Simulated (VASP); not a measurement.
Write the native input for VASP 6.6.1 that does the following.

```
Task                   : single point
Functional             : LDA
Potentials or basis    : VASP PAW LDA potentials, release 64 (Li_sv)
Cutoff                 : 520 eV
k mesh                 : 4 × 4 × 2
Occupations            : methfessel-paxton, width 0.2 eV
Spin                   : no spin polarisation
Dipole correction      : no
Further INCAR settings : ALGO = Normal; EDIFF = 1e-07; NBANDS = 10
```

The structure of Li lies in POSCAR:

```
Li
1.0
    3.0777143083      0.0000000000      0.0000000000
   -1.5388571542      2.6653836922      0.0000000000
    0.0000000000      0.0000000000      4.9659904039
Li
2
Direct
    0.3333333333      0.6666666667      0.2500000000
    0.6666666667      0.3333333333      0.7500000000
```

The input as run:

INCAR

```
SYSTEM = Li
PREC = Accurate ; ENCUT = 520
EDIFF = 1E-7 ; ISMEAR = 1
SIGMA = 0.2 ; LREAL = .False.
LASPH = .True. ; NELM = 80
ALGO = Normal ; ISIF = 2
LWAVE = .False. ; LCHARG = .True.
LELF = .True. ; LVHAR = .True.
NBANDS = 10
```

KPOINTS

```
Automatic mesh
0
Gamma
  4 4 2
  0 0 0
```

Potentials or basis: VASP PAW LDA potentials, release 64 (Li_sv).

The run is started by

```console
$ cat potpaw_LDA.64/Li_sv/POTCAR > POTCAR
$ mpirun -np 1 vasp_std > vasp.out
```

It gave:

```yaml
Band_gap_on_the_k_mesh: zero (band 3 reaches 1.24 eV, above the bottom of band 4 at -1.79 eV)
```

Caveat: the k points lie up to 0.63 Å⁻¹ apart.

Run time: 3.9 s on 1 thread of Intel(R) Xeon(R) Platinum 8488C (Sapphire Rapids) (shared host), peak memory 0.12 GiB.
